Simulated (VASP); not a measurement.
A run of VASP 6.6.1 is set up as follows.

File POSCAR:

```
Hg
1.0
    0.0000000000      2.3609717821      2.3609717821
    2.3609717821      0.0000000000      2.3609717821
    2.3609717821      2.3609717821      0.0000000000
Hg
1
Direct
    0.0000000000      0.0000000000      0.0000000000
```

The input INCAR.step1:

```
PREC = Accurate ; ENCUT = 600
ISMEAR = -1 ; SIGMA = 0.08
LREAL = False ; LASPH = True
NELM = 80 ; GGA = PE
ALGO = Normal ; EDIFF = 1E-4
LWAVE = True ; LCHARG = False
```

The input INCAR.step2:

```
PREC = Accurate ; ENCUT = 600
EDIFF = 1E-7 ; ISMEAR = -1
SIGMA = 0.08 ; LREAL = False
LASPH = True ; NELM = 80
ALGO = Normal ; ISIF = 3
LWAVE = False ; LCHARG = False
METAGGA = R2SCAN ; LMIXTAU = True
IBRION = 2 ; NSW = 60
EDIFFG = -0.005 ; ISTART = 1
```

The input KPOINTS:

```
regular mesh
0
Gamma
  16 16 16
```

Potentials or basis: VASP PAW PBE potentials, release 64 (Hg).

Command:

```sh
$ cat potpaw_PBE.64/Hg/POTCAR > POTCAR
$ cp INCAR.step1 INCAR
$ mpirun -np 1 vasp_std > vasp.out
$ cp INCAR.step2 INCAR
$ mpirun -np 1 vasp_std > vasp.out
```

Q: What does it give for the relaxed volume?

A: 27.87 Å³/atom.

Q: Estimate the relaxed cell.

A: a = 3.403 Å, b = 3.403 Å, c = 3.403 Å, α = 60.00°, β = 60.00°, γ = 60.00°.

Q: Estimate the band gap on the k mesh.

A: Zero (band 6 reaches 1.21 eV, above the bottom of band 7 at 0.65 eV).

Step by step:
```tsv
step	energy change (eV)	largest force (eV/Å)	pressure (GPa)	volume (Å³)
1	0.0000	0.0000	0.81	26.32
2	-0.0021	0.0000	0.49	26.83
3	-0.0033	0.0000	-0.14	28.18
4	-0.0035	0.0000	-0.03	27.87
```

Caveat: the PAW data sets were made with another functional, which shifts forces and pressure a little; spin-orbit coupling is left out, which moves the levels of the heavy elements.
